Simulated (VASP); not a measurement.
Input of a VASP 6.6.1 run:

The input POSCAR:

```
BP
1.0
    0.0000000000      2.2682552984      2.2682552984
    2.2682552984      0.0000000000      2.2682552984
    2.2682552984      2.2682552984      0.0000000000
B P
1 1
Direct
    0.0000000000      0.0000000000      0.0000000000
    0.7500000000      0.7500000000      0.7500000000
```

File INCAR.step1:

```
SYSTEM = BP
PREC = Accurate
ENCUT = 600
ISMEAR = 0
SIGMA = 0.01
LREAL = .False.
LASPH = .True.
NELM = 100
GGA = PE
ALGO = Normal
EDIFF = 1E-4
LWAVE = .True.
LCHARG = .False.
```

The input INCAR.step2:

```
SYSTEM = BP
PREC = Accurate
ENCUT = 600
EDIFF = 1E-6
ISMEAR = 0
SIGMA = 0.01
LREAL = .False.
LASPH = .True.
NELM = 100
ALGO = Normal
ISIF = 3
LWAVE = .False.
LCHARG = .False.
METAGGA = R2SCAN
LMIXTAU = .True.
IBRION = 2
NSW = 100
EDIFFG = -0.002
PSTRESS = 70.0
ISTART = 1
```

The input KPOINTS:

```
Automatic mesh
0
Gamma
  8 8 8
  0 0 0
```

Potentials or basis: VASP PAW PBE potentials, release 64 (B, P).

Command:

```console
$ cat potpaw_PBE.64/B/POTCAR potpaw_PBE.64/P/POTCAR > POTCAR
$ cp INCAR.step1 INCAR
$ mpirun -np 1 vasp_std > vasp.out
$ cp INCAR.step2 INCAR
$ mpirun -np 1 vasp_std > vasp.out
```

**Question.** Estimate the relaxed volume.

**Answer.** 11.20 Å³/atom.

**Question.** Predict the relaxed cell.

**Answer.** a = 3.164 Å, b = 3.164 Å, c = 3.164 Å, α = 60.00°, β = 60.00°, γ = 60.00°.

**Question.** What does it give for the band gap on the k mesh?

**Answer.** 1.43 eV, indirect (least direct gap 3.71 eV).

Step by step:
```csv
step,energy change (eV),largest force (eV/Å),pressure (GPa),volume (Å³)
1,0.0000,0.0000,-0.48,23.34
2,0.0768,0.0000,15.17,21.55
3,0.0182,0.0000,6.95,22.41
4,0.0190,0.0000,7.13,22.39
5,0.0178,0.0000,6.88,22.41
6,0.0184,0.0000,7.01,22.40
```

Caveat: the cell is relaxed towards a set pressure, so the enthalpy falls and the energy may rise; the PAW data sets were made with another functional, which shifts forces and pressure a little. A k mesh can miss the band edges.
